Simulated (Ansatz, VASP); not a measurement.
One calculation of Te5W, two programs

```xyz
6
Lattice="0.0000 4.7930 4.7930 4.7930 0.0000 4.7930 4.7930 4.7930 0.0000" Properties=species:S:1:pos:R:3 pbc="T T T"
Te    6.0908    6.0908    6.0908
Te    3.4953    3.4953    6.0908
Te    3.4953    6.0908    3.4953
Te    6.0908    3.4953    3.4953
Te    2.3965    2.3965    2.3965
W     4.7930    4.7930    4.7930
```

Alike in both runs: task single point; functional PBE; k mesh 4 × 4 × 4; occupations gaussian, width 0.1 eV; no spin polarisation.

|  | VASP | Ansatz |
| --- | --- | --- |
| version | VASP 6.6.1 | Ansatz 0.2.0 |
| potentials or method | VASP PAW PBE potentials, release 64 (Te, W_sv), cutoff 500 eV | scalar-relativistic, plane waves, PAW |
| valence electrons in the cell | 44 | 94 |

```csv
,VASP,Ansatz,Ansatz less VASP
gap on the k mesh at the Fermi level (eV),none,none,-
pressure (GPa),20.0,20.2,+0.17
rms of the force components (eV/Å),3.091,3.108,+0.0174
```

Atom by atom the forces differ by 0.017 eV/Å (rms over components). A gap of «none» marks a metal or a gap that the smearing closes. The functional is the same, so the differences come from potentials, cutoffs and numerics. VASP's potentials hold 44 valence electrons a cell and Ansatz's 94, so a difference there can come from the potentials and not from the codes.

Spin-orbit coupling is off throughout.
